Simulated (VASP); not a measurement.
# Li (Fm-3m) in VASP: single point with PBE

Aim: the single point of Li with PBE.

Everything below comes from runs of VASP 6.6.1. Logs are shortened: lines on timing, memory, paths and dates and some standing lists are left out, and cuts for length are marked.

## 1. The cell of the first run

Symmetry: Fm-3m, No. 225, cubic system. The conventional cell has a = 4.323 Å, b = 4.323 Å, c = 4.323 Å, α = 90.00°, β = 90.00°, γ = 90.00°. Li (site symmetry m-3m) has 12 Li at 3.06 Å within 4.0 Å.

This isn't the form of Li at room conditions, which is bcc.

## 2. Single point, PBE (20.19 Å³/atom)

INCAR reads:

```
PREC = Accurate
ENCUT = 520
EDIFF = 1E-6
ISMEAR = -1
SIGMA = 0.08
LREAL = False
LASPH = True
NELM = 100
ALGO = Normal
ISIF = 2
LWAVE = False
LCHARG = True
GGA = PE
LELF = True
LVHAR = True
NBANDS = 8
```

KPOINTS reads:

```
Automatic mesh
0
Gamma
  17 17 17
```

POSCAR reads:

```
Li
1.0
    0.0000000000      2.1612712567      2.1612712567
    2.1612712567      0.0000000000      2.1612712567
    2.1612712567      2.1612712567      0.0000000000
Li
1
Direct
    0.0000000000      0.0000000000      0.0000000000
```

Potentials or basis: VASP PAW PBE potentials, release 64 (Li_sv).

Started as:

```
> cat potpaw_PBE.64/Li_sv/POTCAR > POTCAR
> mpirun -np 1 vasp_std > vasp.out
```

OUTCAR:

```text
PREC = Accurate
   ENCUT = 520
   EDIFF = 1E-6
   ISMEAR = -1
   LREAL = False
   LASPH = True
   NELM = 100
   ISIF = 2
   GGA = PE

 ion  position               nearest neighbor table
   1  0.000  0.000  0.000-

  LATTYP: Found a face centered cubic cell.
 ALAT       =     4.3225425134

  Lattice vectors:

 A1 = (   0.0000000000,   2.1612712567,   2.1612712567)
 A2 = (   2.1612712567,   0.0000000000,   2.1612712567)
 A3 = (   2.1612712567,   2.1612712567,   0.0000000000)

Analysis of symmetry for initial positions (statically):
=====================================================================
 Subroutine PRICEL returns:
 Original cell was already a primitive cell.

 Routine SETGRP: Setting up the symmetry group for a
 face centered cubic supercell.

 Subroutine GETGRP returns: Found 48 space group operations
 (whereof 48 operations were pure point group operations)
 out of a pool of 48 trial point group operations.

The static configuration has the point symmetry O_h .

Analysis of symmetry for dynamics (positions and initial velocities):
=====================================================================
 Subroutine PRICEL returns:
 Original cell was already a primitive cell.

 Routine SETGRP: Setting up the symmetry group for a
 face centered cubic supercell.

 Subroutine GETGRP returns: Found 48 space group operations
 (whereof 48 operations were pure point group operations)
 out of a pool of 48 trial point group operations.

The dynamic configuration has the point symmetry O_h .

 Subroutine INISYM returns: Found 48 space group operations
 (whereof 48 operations are pure point group operations),
 and found     1 'primitive' translations

----------------------------------------------------------------------------------------

                                     Primitive cell

  volume of cell :      20.1910

  direct lattice vectors                    reciprocal lattice vectors
     0.000000000  2.161271257  2.161271257    -0.231345324  0.231345324  0.231345324
     2.161271257  0.000000000  2.161271257     0.231345324 -0.231345324  0.231345324
     2.161271257  2.161271257  0.000000000     0.231345324  0.231345324 -0.231345324

  length of vectors
     3.056499123  3.056499123  3.056499123     0.400701856  0.400701856  0.400701856

  position of ions in fractional coordinates (direct lattice)
     0.000000000  0.000000000  0.000000000

  ion indices of the primitive-cell ions
   primitive index   ion index
                 1           1

----------------------------------------------------------------------------------------

 KPOINTS: Automatic mesh

Automatic generation of k-mesh.
 Grid dimensions read from file:
 generate k-points for:   17   17   17

 Generating k-lattice:

  Cartesian coordinates                     Fractional coordinates (reciprocal lattice)
    -0.013608548  0.013608548  0.013608548     0.058823529  0.000000000  0.000000000
     0.013608548 -0.013608548  0.013608548     0.000000000  0.058823529  0.000000000
     0.013608548  0.013608548 -0.013608548     0.000000000  0.000000000  0.058823529

  Length of vectors
     0.023570697  0.023570697  0.023570697

  Shift w.r.t. Gamma in fractional coordinates (k-lattice)
     0.000000000  0.000000000  0.000000000

 Subroutine IBZKPT returns following result:
 ===========================================

 Found    165 irreducible k-points:

 Following reciprocal coordinates:
            Coordinates               Weight
  0.000000  0.000000  0.000000      1.000000
  0.058824  0.000000  0.000000      8.000000
  0.117647  0.000000  0.000000      8.000000
  0.176471  0.000000  0.000000      8.000000
  0.235294  0.000000  0.000000      8.000000
  0.294118  0.000000  0.000000      8.000000
[... 16 lines left out ...]
 -0.176471  0.058824  0.000000     24.000000
 -0.117647  0.058824  0.000000     24.000000
 [... further k-points ...]
   k-points           NKPTS =    165   k-points in BZ     NKDIM =    165   number of bands    NBANDS=      8
   number of dos      NEDOS =    301   number of ions     NIONS =      1
   total plane-waves  NPLWV =  13824
   dimension x,y,z NGX =    24 NGY =   24 NGZ =   24
   dimension x,y,z NGXF=    48 NGYF=   48 NGZF=   48
   ions per type =               1
   NGX,Y,Z   is equivalent  to a cutoff of  13.05, 13.05, 13.05 a.u.
   NGXF,Y,Z  is equivalent  to a cutoff of  26.11, 26.11, 26.11 a.u.
 SYSTEM =  unknown system
   PREC   = accura    normal or accurate (medium, high low for compatibility)
   ISTART =      0    job   : 0-new  1-cont  2-samecut
   ICHARG =      2    charge: 1-file 2-atom 10-const
   ISPIN  =      1    spin polarized calculation?
   LNONCOLLINEAR =      F non collinear calculations
   LSORBIT =      F    spin-orbit coupling
   LASPH  =      T    aspherical Exc in radial PAW
   ENCUT  =  520.0 eV  38.22 Ry    6.18 a.u.   5.68  5.68  5.68*2*pi/ulx,y,z
   NELM   =    100;   NELMIN=  2; NELMDL= -5     # of ELM steps
   EDIFF  = 0.1E-05   stopping-criterion for ELM
   LREAL  =      F    real-space projection
   EDIFFG = 0.1E-04   stopping-criterion for IOM
   NSW    =      0    number of steps for IOM
   IBRION =     -1    ionic relax: 0-MD 1-quasi-New 2-CG
   NFREE  =      0    steps in history (QN), initial steepest desc. (CG)
   ISIF   =      2    stress and relaxation
   ISYM   =      2    0-nonsym 1-usesym 2-fastsym
   POTIM  = 0.5000    time-step for ionic-motion
   TEBEG  =    0.0;   TEEND  =   0.0 temperature during run
   PSTRESS=    0.0 pullay stress
   NELECT =       3.0000    total number of electrons
   NUPDOWN=      -1.0000    fix difference up-down
   EMIN   =  10.00;   EMAX   =-10.00  energy-range for DOS
   EFERMI =   0.00;   METHOD = LEGACY
   ISMEAR =    -1;   SIGMA  =   0.08  broadening in eV -4-tet -1-fermi 0-gaus
   EFERMI_NEDOS =   21; number of points for ismear=-14 and -15
   IALGO  =     38    algorithm
   IMIX   =      4    mixing-type and parameters
     AMIX     =   0.40;   BMIX     =  1.00
     AMIX_MAG =   1.60;   BMIX_MAG =  1.00
  volume/ion in A,a.u.               =      20.19       136.26
  Fermi-wavevector in a.u.,A,eV,Ry     =   0.867087  1.638557 10.229401  0.751840
  Thomas-Fermi vector in A             =   1.985570
   LORBIT       =      0    0 simple, 1 ext, 2 COOP (PROOUT), +10 PAW based schemes
   GGA     = PE    functional components
   LHFCALC =     F    Hartree Fock is set to
   AEXX    =    0.0000 exact exchange contribution
   IVDW    =     0    specifies the selected vdW correction
   LEPSILON=     F    determine dielectric tensor
   LRPA    =     F    only Hartree local field effects (RPA)
 non-spin polarized calculation
  energy-cutoff  :      520.00
  volume of cell :       20.19
 maximum number of plane-waves:       556
   NGX = 11   NGY = 11   NGZ = 11

 number of electron       2.9999995 magnetization

 Free energy of the ion-electron system (eV)
  ---------------------------------------------------
  ext. energy  EPLUGINS =         0.00000000
  ---------------------------------------------------
  free energy    TOTEN  =        -1.91061120 eV

  energy without entropy =       -1.89905198  energy(sigma->0) =       -1.90483159

 E-fermi :   0.6269     XC(G=0):  -7.0537

 val. band max:        0.6267821370   @ k =  -0.2353   0.2941   0.1176
 cond. band min:       0.6407649253   @ k =  -0.3529   0.1765   0.0588
 fundamental gap:      0.0139827883
 Fermi energy:         0.6268966398

 k-point     1 :       0.0000    0.0000    0.0000
  band No.  band energies     occupation
      1     -45.8858      2.00000
      2      -2.9296      2.00000
      3      15.0263      0.00000
      4      15.0264      0.00000
      5      15.0264      0.00000
      6      18.9162      0.00000
      7      18.9162      0.00000
      8      18.9162      0.00000

 k-point     2 :       0.0588    0.0000    0.0000
  band No.  band energies     occupation
      1     -45.8852      2.00000
      2      -2.8675      2.00000
      3      14.3276      0.00000
      4      14.8806      0.00000
      5      14.8807      0.00000
      6      18.2632      0.00000
      7      19.1728      0.00000
      8      19.1728      0.00000

 k-point     3 :       0.1176    0.0000    0.0000
  band No.  band energies     occupation
      1     -45.8834      2.00000
      2      -2.6816      2.00000
      3      12.7199      0.00000
      4      14.5445      0.00000
      5      14.5445      0.00000
      6      18.1198      0.00000
      7      19.7689      0.00000
      8      19.7689      0.00000

 k-point     4 :       0.1765    0.0000    0.0000
  band No.  band energies     occupation
      1     -45.8808      2.00000
      2      -2.3721      2.00000
      3      10.8789      0.00000
      4      14.1709      0.00000
      5      14.1710      0.00000
      6      18.3239      0.00000
      7      20.1121      0.00000
      8      20.1121      0.00000

 k-point     5 :       0.2353    0.0000    0.0000
  band No.  band energies     occupation
      1     -45.8776      2.00000
      2      -1.9404      2.00000
      3       9.0686      0.00000
      4      13.8446      0.00000
      5      13.8446      0.00000
      6      18.5776      0.00000
      7      19.5780      0.00000
      8      19.5780      0.00000
[... 177 lines left out ...]
 k-point    22 :      -0.2353    0.0588    0.0000
  band No.  band energies     occupation
      1     -45.8760      2.00000
      2      -1.7131      2.00000
      3       8.5114      0.00000
      4      12.7305      0.00000
      5      14.3661      0.00000
      6      18.1762      0.00000
      7      18.8290      0.00000
      8      19.6316      0.00000

 k-point    23 :      -0.1765    0.0588    0.0000
  band No.  band energies     occupation
      1     -45.8793      2.00000
      2      -2.1858      2.00000
      3      10.2763      0.00000
      4      13.0059      0.00000
      5      14.7127      0.00000
      6      18.2936      0.00000
      7      19.5287      0.00000
      8      19.8945      0.00000

 k-point    24 :      -0.1176    0.0588    0.0000
  band No.  band energies     occupation
      1     -45.8821      2.00000
      2      -2.5368      2.00000
      3      12.0983      0.00000
      4      13.3966      0.00000
      5      14.9955      0.00000
      6      18.0239      0.00000
      7      19.5232      0.00000
      8      20.6618      0.00000

 [... further k-points ...]

------------------------ aborting loop because EDIFF is reached ----------------------------------------

  FORCE on cell =-STRESS in cart. coord.  units (eV):
  Direction    XX          YY          ZZ          XY          YZ          ZX
  --------------------------------------------------------------------------------------
  -------------------------------------------------------------------------------------
  Total       -0.0036705     -0.0036705     -0.0036705      0.0000000      0.0000000     -0.0000000
  in kB       -0.2912619     -0.2912619     -0.2912619      0.0000000      0.0000000     -0.0000000
  external PRESSURE =      -0.2912619 kB  Pullay stress =       0.0000000 kB

 VOLUME and BASIS-vectors are now :
 -----------------------------------------------------------------------------
  energy-cutoff  :      520.00
  volume of cell :       20.19
      direct lattice vectors                 reciprocal lattice vectors
     0.000000000  2.161271257  2.161271257    -0.231345324  0.231345324  0.231345324
     2.161271257  0.000000000  2.161271257     0.231345324 -0.231345324  0.231345324
     2.161271257  2.161271257  0.000000000     0.231345324  0.231345324 -0.231345324

 POSITION                                       TOTAL-FORCE (eV/Angst)
 -----------------------------------------------------------------------------------
      0.00000      0.00000      0.00000         0.000000      0.000000      0.000000
 -----------------------------------------------------------------------------------
    total drift:                               -0.000000      0.000000     -0.000000

  FREE ENERGIE OF THE ION-ELECTRON SYSTEM (eV)
  ---------------------------------------------------
  free  energy   TOTEN  =        -1.9106112029 eV

  energy  without entropy=       -1.8990519770  energy(sigma->0) =       -1.90483159
```

Run time: 14 s. Hardware: 1 thread of Intel Xeon Platinum 8488C (Sapphire Rapids), shared host; peak memory 0.14 GiB.

What came out:

```yaml
Free_energy: -1.9106 eV
Band_gap_on_the_k_mesh: zero (an odd number of electrons rules out a gap without spin polarisation)
```

Caveat: the cutoff is under 1.25 times the usual one of these potentials, so pressure, stress and relaxed cells hold a basis-set (Pulay) error.
